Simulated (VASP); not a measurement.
# Al8N7 (a cell with a defect) in VASP: single point with PBE

Aim: the single point of Al8N7 (a cell with a defect) with PBE.

All numbers are computed with VASP 6.6.1; they aren't measurements. Logs are shortened: lines on timing, memory, paths and dates and some standing lists are left out, and cuts for length are marked.

### Step 1. The cell of the first run

The cell holds a defect, 15 atoms: a = 6.162 Å, b = 5.336 Å, c = 5.031 Å, α = 90.00°, β = 90.00°, γ = 90.00°.

### Step 2. Single point, PBE, collinear spin

Input file INCAR:

```
SYSTEM = Al8N7
ALGO     = Normal         ! electronic algorithm
EDIFF    = 1E-6           ! SCF threshold, eV
ENCUT    = 520            ! plane-wave cutoff, eV
GGA      = PE             ! functional
ISIF     = 2              ! what is computed and relaxed
ISMEAR   = 0              ! smearing method
ISPIN    = 2              ! spin polarisation
LASPH    = .True.         ! aspherical terms in the spheres
LCHARG   = .False.        ! write CHGCAR
LORBIT   = 11             ! projections on sites
LREAL    = Auto         
LWAVE    = .False.        ! write WAVECAR
MAGMOM   = 0 0 0 0 0 0 0 0 0 0 0 0 0 1 0 ! initial moments
NBANDS   = 46             ! bands
NELM     = 150            ! most SCF steps
PREC     = Accurate       ! precision mode
SIGMA    = 0.05           ! smearing width, eV
```

Input file KPOINTS:

```
k-points
0
Gamma
  2 2 2
  0 0 0
```

Input file POSCAR:

```
Al8N7
1.0
   -3.0810000000     -5.3364490000      0.0000000000
    4.6215000000     -2.6682240000      0.0000000000
    0.0000000000      0.0000000000      5.0310000000
Al N
8 7
Direct
    0.5000800263      0.3331125504      0.0090438922
    0.5033225538      0.6899261702      0.5081749656
    0.2492294697      0.8328326252     -0.0001388116
    0.2512854735      0.1685640685      0.5052483147
   -0.0010929672      0.3291943793      0.0023102567
   -0.0048514413      0.6614672451      0.4844661978
    0.7598998790      0.8244563703      0.0115980074
    0.7348894432      0.1534404276      0.5083467492
    0.4993513445      0.3511622319      0.3873648636
    0.5043742533      0.6667220672      0.8905272730
    0.2450948058      0.8365748093      0.3767561218
    0.2509592336      0.1669525315      0.8832926430
   -0.0089110765      0.3187816879      0.3827391593
    0.0023452329      0.6606377874      0.8640108189
    0.7489243693      0.1588816480      0.8924343486
```

Potentials or basis: VASP PAW PBE potentials, release 64 (Al, N).

Launch:

```bash
cat potpaw_PBE.64/Al/POTCAR potpaw_PBE.64/N/POTCAR > POTCAR
mpirun -np 1 vasp_std > vasp.out
```

OUTCAR:

```text
SYSTEM = Al8N7
   EDIFF = 1E-6
   ENCUT = 520
   GGA = PE
   ISIF = 2
   ISMEAR = 0
   ISPIN = 2
   LASPH = .True.
   LORBIT = 11
   LREAL = Auto
   NELM = 150
   PREC = Accurate

 ion  position               nearest neighbor table
   1  0.500  0.333  0.009-  10 1.88  12 1.88  15 1.89   9 1.91   8 3.05   4 3.06   8 3.06   7 3.07
                             5 3.07   3 3.08   3 3.09   5 3.09   4 3.09   7 3.15   2 3.15   2 3.16
   2  0.503  0.690  0.508-  11 1.89   9 1.91  10 1.93   8 2.86   4 2.99   3 3.03   6 3.04   7 3.04
                             7 3.07   3 3.09   6 3.14   1 3.15   1 3.16   4 3.19   8 3.20
   3  0.249  0.833  1.000-  12 1.88  10 1.89  11 1.90  14 1.90   7 3.02   2 3.03   6 3.04   5 3.07
                             4 3.07   1 3.08   1 3.09   2 3.09   5 3.10   4 3.11   7 3.15   6 3.16
   4  0.251  0.169  0.505-  11 1.89  13 1.90  12 1.90   9 1.91   8 2.98   2 2.99   1 3.06   3 3.07
                             5 3.07   6 3.07   1 3.09   5 3.09   3 3.11   6 3.13   8 3.18   2 3.19
   5  0.999  0.329  0.002-  15 1.87  12 1.88  14 1.90  13 1.92   6 3.00   7 3.03   3 3.07   4 3.07
                             7 3.07   1 3.07   1 3.09   4 3.09   3 3.10   8 3.11   6 3.15   8 3.16
   6  0.995  0.661  0.484-  11 1.88  13 1.90  14 1.91   7 2.92   5 3.00   2 3.04   3 3.04   4 3.07
                             8 3.08   4 3.13   2 3.14   7 3.14   5 3.15   8 3.15   3 3.16
   7  0.760  0.824  0.012-  14 1.88  15 1.88  10 1.89   6 2.92   3 3.02   5 3.03   2 3.04   8 3.06
                             5 3.07   2 3.07   1 3.07   8 3.08   6 3.14   3 3.15   1 3.15
   8  0.735  0.153  0.508-   9 1.89  13 1.92  15 1.93   2 2.86   4 2.98   1 3.05   7 3.06   1 3.06
                             6 3.08   7 3.08   5 3.11   6 3.15   5 3.16   4 3.18   2 3.20
   9  0.499  0.351  0.387-   8 1.89   1 1.91   4 1.91   2 1.91
  10  0.504  0.667  0.891-   1 1.88   7 1.89   3 1.89   2 1.93
  11  0.245  0.837  0.377-   6 1.88   4 1.89   2 1.89   3 1.90
  12  0.251  0.167  0.883-   5 1.88   3 1.88   1 1.88   4 1.90
  13  0.991  0.319  0.383-   4 1.90   6 1.90   5 1.92   8 1.92
  14  0.002  0.661  0.864-   7 1.88   5 1.90   3 1.90   6 1.91
  15  0.749  0.159  0.892-   5 1.87   7 1.88   1 1.89   8 1.93

  LATTYP: Found a simple orthorhombic cell.
 ALAT       =     5.0310000000
 B/A-ratio  =     1.0607132585
 C/A-ratio  =     1.2248062811

  Lattice vectors:

 A1 = (   0.0000000000,   0.0000000000,  -5.0310000000)
 A2 = (   4.6215000000,  -2.6682240000,   0.0000000000)
 A3 = (  -3.0810000000,  -5.3364490000,   0.0000000000)

Analysis of symmetry for initial positions (statically):
=====================================================================
 Subroutine PRICEL returns:
 Original cell was already a primitive cell.

 Routine SETGRP: Setting up the symmetry group for a
 simple orthorhombic supercell.

 Subroutine GETGRP returns: Found  1 space group operations
 (whereof  1 operations were pure point group operations)
 out of a pool of  8 trial point group operations.

The static configuration has the point symmetry C_1 .

Analysis of symmetry for dynamics (positions and initial velocities):
=====================================================================
 Subroutine PRICEL returns:
 Original cell was already a primitive cell.

 Routine SETGRP: Setting up the symmetry group for a
 simple orthorhombic supercell.

 Subroutine GETGRP returns: Found  1 space group operations
 (whereof  1 operations were pure point group operations)
 out of a pool of  8 trial point group operations.

The dynamic configuration has the point symmetry C_1 .

Analysis of structural, dynamic, and magnetic symmetry:
=====================================================================
 Subroutine PRICEL returns:
 Original cell was already a primitive cell.

 Routine SETGRP: Setting up the symmetry group for a
 simple orthorhombic supercell.

 Subroutine GETGRP returns: Found  1 space group operations
 (whereof  1 operations were pure point group operations)
 out of a pool of  8 trial point group operations.

The overall configuration has the point symmetry C_1 .

 Subroutine INISYM returns: Found  1 space group operations
 (whereof  1 operations are pure point group operations),
 and found     1 'primitive' translations

----------------------------------------------------------------------------------------

                                     Primitive cell

  volume of cell :     165.4354

  direct lattice vectors                    reciprocal lattice vectors
    -3.081000000 -5.336449000  0.000000000    -0.081142475 -0.140542903  0.000000000
[... 112 lines left out ...]
   IALGO  =     38    algorithm
   IMIX   =      4    mixing-type and parameters
     AMIX     =   0.40;   BMIX     =  1.00
     AMIX_MAG =   1.60;   BMIX_MAG =  1.00
  volume/ion in A,a.u.               =      11.03        74.43
  Fermi-wavevector in a.u.,A,eV,Ry     =   1.160957  2.193890 18.338213  1.347821
  Thomas-Fermi vector in A             =   2.297534
   LORBIT       =     11    0 simple, 1 ext, 2 COOP (PROOUT), +10 PAW based schemes
   GGA     = PE    functional components
   LHFCALC =     F    Hartree Fock is set to
   AEXX    =    0.0000 exact exchange contribution
   IVDW    =     0    specifies the selected vdW correction
   LEPSILON=     F    determine dielectric tensor
   LRPA    =     F    only Hartree local field effects (RPA)
 spin polarized calculation
 Gauss-broadening in eV      SIGMA  =   0.05
  energy-cutoff  :      520.00
  volume of cell :      165.44
 maximum number of plane-waves:      4500
 NGX is ok and might be reduce to    48
   NGX = 23   NGY = 19   NGZ = 19

 number of electron      59.0000001 magnetization       0.0000182

 number of electron      59.0000001 magnetization      -0.0001000

 Free energy of the ion-electron system (eV)
  ---------------------------------------------------
  ext. energy  EPLUGINS =         0.00000000
  ---------------------------------------------------
  free energy    TOTEN  =      -105.08326818 eV

  energy without entropy =     -105.08323255  energy(sigma->0) =     -105.08325037

 E-fermi :   9.2278     XC(G=0): -10.7842

 val. band max:        9.1127972132   @ k =   0.5000   0.5000   0.0000
 cond. band min:       9.3427350436   @ k =   0.0000   0.5000   0.0000
 fundamental gap:      0.2299378304
 Fermi energy:         9.2277714722

 spin component 1

 k-point     1 :       0.0000    0.0000    0.0000
  band No.  band energies     occupation
      1      -9.0883      1.00000
      2      -7.3559      1.00000
      3      -7.3407      1.00000
      4      -7.1936      1.00000
      5      -6.8850      1.00000
      6      -6.6030      1.00000
[... 341 lines left out ...]
     40      14.3501      0.00000
     41      15.3958      0.00000
 Fermi energy:         9.2277714722

 spin component 2

 k-point     1 :       0.0000    0.0000    0.0000
  band No.  band energies     occupation
      1      -9.0883      1.00000
      2      -7.3559      1.00000
      3      -7.3407      1.00000
      4      -7.1936      1.00000
      5      -6.8850      1.00000
      6      -6.6030      1.00000
[... 341 lines left out ...]
     40      14.3501      0.00000
     41      15.3958      0.00000
 [bands above 41 left out]

------------------------ aborting loop because EDIFF is reached ----------------------------------------

  FORCE on cell =-STRESS in cart. coord.  units (eV):
  Direction    XX          YY          ZZ          XY          YZ          ZX
  --------------------------------------------------------------------------------------
  -------------------------------------------------------------------------------------
  Total        7.3512763      4.5519458      0.9781047      2.1079295      1.0249102      1.8936228
  in kB       71.1942595     44.0838293      9.4725648     20.4144797      9.9258577     18.3390020
  external PRESSURE =      41.5835512 kB  Pullay stress =       0.0000000 kB

 VOLUME and BASIS-vectors are now :
 -----------------------------------------------------------------------------
  energy-cutoff  :      520.00
  volume of cell :      165.44
      direct lattice vectors                 reciprocal lattice vectors
    -3.081000000 -5.336449000  0.000000000    -0.081142475 -0.140542903  0.000000000
     4.621500000 -2.668224000  0.000000000     0.162284980 -0.093695269  0.000000000
     0.000000000  0.000000000  5.031000000     0.000000000  0.000000000  0.198767641

 POSITION                                       TOTAL-FORCE (eV/Angst)
 -----------------------------------------------------------------------------------
     -0.00127     -3.55747      0.04550        -0.002183      0.002782      0.001033
      1.63776     -4.52683      2.55663        -0.000196      0.005774      0.004354
      3.08106     -3.55218      5.03030         0.000726     -0.000704     -0.000150
      0.00481     -1.79074      2.54190         0.006951     -0.002167     -0.000610
     -1.55626     -6.20898      0.01162        -0.008333      0.006001      0.001032
     -0.00908     -7.07550      2.43735        -0.004399     -0.000796      0.004644
      1.46897     -6.25500      0.05835         0.002436     -0.003796     -0.005544
     -1.55507     -4.33111      2.55749         0.002798     -0.003567      0.003133
      0.08439     -3.60174      1.94883         0.000531      0.003870     -0.005464
      1.52728     -4.47053      4.48024        -0.000789      0.001387      0.006143
      3.11109     -3.54010      1.89546         0.004496     -0.008155     -0.005729
     -0.00163     -1.78470      4.44385        -0.001447     -0.000333     -0.001190
     -1.58030     -6.13948      1.92556        -0.004925      0.000754     -0.007753
      3.04591     -1.77524      4.34684         0.001661     -0.000124      0.002730
     -1.57316     -4.42053      4.48984         0.002674     -0.000925      0.003370
 -----------------------------------------------------------------------------------
    total drift:                               -0.005382      0.000641      0.018389

  FREE ENERGIE OF THE ION-ELECTRON SYSTEM (eV)
  ---------------------------------------------------
  free  energy   TOTEN  =      -105.0832681809 eV

  energy  without entropy=     -105.0832325547  energy(sigma->0) =     -105.08325037

 total charge

# of ion       s       p       d       tot
------------------------------------------
    1        0.369   0.445   0.000   0.815
    2        0.386   0.408   0.000   0.794
    3        0.368   0.442   0.000   0.809
    4        0.366   0.436   0.000   0.803
    5        0.369   0.445   0.000   0.814
    6        0.393   0.413   0.000   0.806
    7        0.375   0.417   0.000   0.792
    8        0.374   0.401   0.000   0.775
    9        1.232   2.611   0.000   3.843
   10        1.229   2.627   0.000   3.856
   11        1.247   2.607   0.000   3.853
   12        1.223   2.652   0.000   3.875
   13        1.231   2.609   0.000   3.840
   14        1.231   2.619   0.000   3.850
   15        1.228   2.628   0.000   3.856
--------------------------------------------------
tot         11.623  21.757   0.000  33.381

 magnetization (x)

# of ion       s       p       d       tot
------------------------------------------
    1        0.000   0.000   0.000   0.000
    2        0.000   0.000   0.000   0.000
    3        0.000  -0.000   0.000  -0.000
    4        0.000   0.000   0.000   0.000
    5        0.000  -0.000   0.000  -0.000
    6       -0.000  -0.000   0.000  -0.000
    7       -0.000  -0.000   0.000  -0.000
    8        0.000   0.000   0.000   0.000
    9       -0.000  -0.000   0.000  -0.000
   10        0.000  -0.000   0.000  -0.000
   11       -0.000   0.000   0.000   0.000
   12       -0.000  -0.000   0.000  -0.000
   13        0.000  -0.000   0.000  -0.000
   14        0.000   0.000   0.000   0.000
   15        0.000  -0.000   0.000  -0.000
--------------------------------------------------
tot          0.000   0.000   0.000   0.000
```

Run time: 3.9 min. Hardware: 1 thread of Intel Xeon Platinum 8375C at 2.90GHz (Ice Lake), shared host; peak memory 0.33 GiB.

Results:

```
Free energy                                           : -105.0833 eV
Pressure                                              : 4.2 GPa
Largest force                                         : 0.011 eV/Å
Net moment                                            : 0.00 μB per cell
Valence electrons inside the program's atomic spheres : Al 0.81, 0.79, 0.80, 0.78 (each value once); N 3.84, 3.86, 3.85, 3.88 (each value once)
```

Forces in eV/Å, atoms in the order of the input:
```
Al  -0.002  0.003  0.001
Al   0.000  0.006  0.004
Al   0.001 -0.001  0.000
Al   0.007 -0.002 -0.001
Al  -0.008  0.006  0.001
Al  -0.004 -0.001  0.005
Al   0.002 -0.004 -0.006
Al   0.003 -0.004  0.003
N    0.001  0.004 -0.005
N   -0.001  0.001  0.006
N    0.004 -0.008 -0.006
N   -0.001  0.000 -0.001
N   -0.005  0.001 -0.008
N    0.002  0.000  0.003
N    0.003 -0.001  0.003
```

Caveat: the k points lie up to 0.62 Å⁻¹ apart.
